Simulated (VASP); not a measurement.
A run of VASP 6.6.1 is set up as follows.

The input INCAR:

```
SYSTEM = CaO
PREC = Accurate ; ENCUT = 520
EDIFF = 1E-6 ; ISMEAR = 0
SIGMA = 0.05 ; LREAL = .FALSE.
LASPH = .TRUE. ; NELM = 60
ALGO = Normal ; ISIF = 2
LWAVE = .FALSE. ; LCHARG = .FALSE.
GGA = PE ; NBANDS = 15
```

Contents of KPOINTS:

```
regular mesh
0
G
  8 8 8
  0 0 0
```

The input POSCAR:

```
CaO
1.0
    0.0000000000      2.4490000000      2.4490000000
    2.4490000000      0.0000000000      2.4490000000
    2.4490000000      2.4490000000      0.0000000000
Ca O
1 1
Direct
    0.0255206207      0.0255206207     -0.0255206207
    0.5000000000      0.5000000000      0.5000000000
```

Potentials or basis: VASP PAW PBE potentials, release 64 (Ca_sv, O).

Run with:

```console
$ cat potpaw_PBE.64/Ca_sv/POTCAR potpaw_PBE.64/O/POTCAR > POTCAR
$ mpirun -np 1 vasp_std > vasp.out
```

Task: What does it give for the band gap on the k mesh?

Result: 3.69 eV, indirect (least direct gap 4.04 eV).

Task: Estimate the pressure.

Result: -3.0 GPa.

Stress tensor (GPa, compression positive):
```
-3.62  0.00  0.00
 0.00 -3.62  0.00
 0.00  0.00 -1.73
```

Caveat: the cell differs from its parent crystal (all Ca atoms moved +0.125 Å, as atom 1 along Cartesian [0 0 1]). A k mesh can miss the band edges.
